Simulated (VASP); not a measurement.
## MoS2: relaxation of cell and atoms with PBE+D3(BJ)

Crystal: MoS2.

```
CELL_PARAMETERS angstrom
1.58550 0.91539 6.11500
-1.58550 0.91539 6.11500
0.00000 -1.83078 6.11500
ATOMIC_POSITIONS crystal
Mo 0.00000 0.00000 0.00000
S 0.25000 0.25000 0.25000
S 0.75000 0.75000 0.75000
```

```yaml
Program: VASP 6.6.1
Task: relaxation of cell and atoms
Functional: PBE
Dispersion: D3(BJ)
Potentials_or_basis: VASP PAW PBE potentials, release 64 (Mo_sv, S)
Cutoff: 600 eV
k_mesh: 10 × 10 × 10
Occupations: fermi-dirac, width 0.05 eV
Spin: no spin polarisation
Dipole_correction: no
Further_INCAR_settings: ALGO = Normal; EDIFF = 1e-06; IBRION = 2; EDIFFG = -0.01; NSW = 60; ISIF = 3
```

```json
{"Relaxed volume": "16.96 Å³/atom", "Relaxed cell": "a = 6.239 Å, b = 6.239 Å, c = 6.239 Å, α = 29.12°, β = 29.12°, γ = 29.12°", "Space group after relaxing (to 0.1 Å)": "R-3m (No. 166)", "Energy gained by relaxing": "24.1 meV/atom", "Ionic steps": "19", "Pressure after relaxing": "0.1 GPa", "Largest force after relaxing": "0.007 eV/Å", "Band gap on the k mesh": "zero (bands 13 and 14 overlap by 0.45 eV)", "Dispersion energy per atom": "-0.448 eV"}
```

Forces in eV/Å, atoms in the order of the input:
```
Mo   0.000  0.000  0.000
S    0.000  0.000 -0.007
S    0.000  0.000  0.007
```

The path:
```
step  energy change (eV)  largest force (eV/Å)  pressure (GPa)  volume (Å³)
   1              0.0000                0.9968            3.87        53.25
   2              0.0568                0.8956           -8.90        56.61
   3             -0.0372                0.2024           -1.56        54.51
   4             -0.0509                0.1382           -0.97        53.67
   5             -0.0550                0.0901           -0.39        52.96
   6             -0.0550                0.0848           -0.30        52.87
   7             -0.0588                0.1558            0.31        52.46
   8             -0.0622                0.2952            1.57        51.64
   9             -0.0634                0.2786            1.46        51.61
  10             -0.0664                0.2298            1.14        51.51
  11             -0.0704                0.1331            0.51        51.31
  12             -0.0705                0.0606           -0.64        50.91
  13             -0.0718                0.0387           -0.06        51.11
  14             -0.0718                0.0331           -0.09        51.10
  15             -0.0719                0.0276           -0.11        51.08
  16             -0.0721                0.0100           -0.16        51.03
  17             -0.0722                0.0258           -0.18        50.94
  18             -0.0722                0.0136           -0.17        50.97
  19             -0.0722                0.0074            0.06        50.89
```

Final structure:
```
Mo S
1.0
     1.56865    0.90566    5.97052
    -1.56865    0.90566    5.97052
     0.00000   -1.81132    5.97052
Mo S
1 2
Direct
  0.00000 0.00000 0.00000
  0.24409 0.24409 0.24409
  0.75591 0.75591 0.75591
```

Levels at points of the mesh, in eV from the Fermi level:
```
           k point  band 11  band 12  band 13  band 14  band 15  band 16
(0.00, 0.00, 0.00)    -1.45    -0.82    -0.82     0.04     0.04     3.18
(0.50, 0.00, 0.00)    -2.74    -2.01    -1.30     1.34     2.14     3.10
(0.50, 0.50, 0.00)    -2.84    -2.47    -1.69     1.34     1.79     3.79
(0.50, 0.50, 0.50)    -0.80    -0.80    -0.16    -0.16    -0.12     3.38
```

Wall time 32 min on 1 thread of Intel(R) Xeon(R) 6975P-C (Granite Rapids), on a shared host, peak memory 0.51 GiB.
